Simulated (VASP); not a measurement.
# Al: electric field gradients with PBE

Al:

```
Al
1.0
     0.00000    2.02398    1.98350
     2.02398    0.00000    1.98350
     2.02398    2.02398    0.00000
Al
1
Direct
  0.00000 0.00000 0.00000
```

This cell differs from its parent crystal: zz strain of -2 %.

* Program: VASP 6.6.1
* Task: electric field gradients
* Functional: PBE
* Potentials or basis: VASP PAW PBE potentials, release 64 (Al)
* Cutoff: 520 eV
* k mesh: 14 × 14 × 14
* Occupations: fermi-dirac, width 0.05 eV
* Spin: no spin polarisation
* Dipole correction: no
* Further INCAR settings: ALGO = Normal; EDIFF = 1e-08; NBANDS = 8

```
Pressure : 1.0 GPa
```

Stress tensor (GPa, compression positive):
```
0.56 0.00 0.00
0.00 0.56 0.00
0.00 0.00 1.88
```

Levels at points of the mesh, in eV from the Fermi level:
| k point | band 1 | band 2 | band 3 | band 4 |
| --- | --- | --- | --- | --- |
| (0.00, 0.00, 0.00) | -11.22 | 12.65 | 12.65 | 12.87 |
| (0.50, 0.00, 0.00) | -4.63 | -4.38 | 11.32 | 11.34 |
| (0.50, 0.50, 0.00) | -2.74 | -1.30 | 5.13 | 5.44 |
| (0.50, 0.00, 0.50) | -3.04 | -1.72 | 5.36 | 5.74 |

Electric field gradients, principal values (V/Å²):
```csv
atom,least,middle,greatest (by size)
1 Al,0.464,0.464,-0.928
```

Wall time 15 s on 1 thread of Intel Xeon 6975P-C, on a shared host, peak memory 0.15 GiB.

Caveat: the cell differs from its parent crystal (zz strain of -2 %); without QUAD_EFG the Cq values of the log hold for a quadrupole moment of 1 mb, not for the nuclei.
